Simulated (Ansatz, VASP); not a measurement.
**BN: VASP beside Ansatz**

```
B N
1.0
     0.00000    1.81300    1.75861
     1.81300    0.00000    1.75861
     1.81300    1.81300    0.00000
B N
1 1
Cartesian
  0.0000 0.0000 0.0000
  2.7195 2.7195 2.6379
```

Change from the starting cell: strain +0.000 along x and y, -0.030 along z, atoms carried along.

Alike in both runs: task single point; functional r2SCAN; k mesh 12 × 12 × 12; occupations gaussian, width 0.05 eV; no spin polarisation.

|  | VASP | Ansatz |
| --- | --- | --- |
| version | VASP 6.6.1 | Ansatz 0.2.0 |
| potentials or method | VASP PAW PBE potentials, release 64 (B, N), cutoff 520 eV | scalar-relativistic, plane waves, PAW |
| valence electrons in the cell | 8 | 8 |

|  | VASP | Ansatz | Ansatz less VASP |
| --- | --- | --- | --- |
| gap on the k mesh at the Fermi level (eV) | 4.45 | 4.47 | +0.023 |
| least direct gap on the mesh (eV) | 9.30 | 9.34 | +0.040 |
| pressure (GPa) | 8.0 | 6.8 | -1.18 |
| traceless stress, the component that is largest in VASP (GPa) | 12.75 | 12.79 | +0.035 |

VASP's potentials were made for PBE, not for r2SCAN.
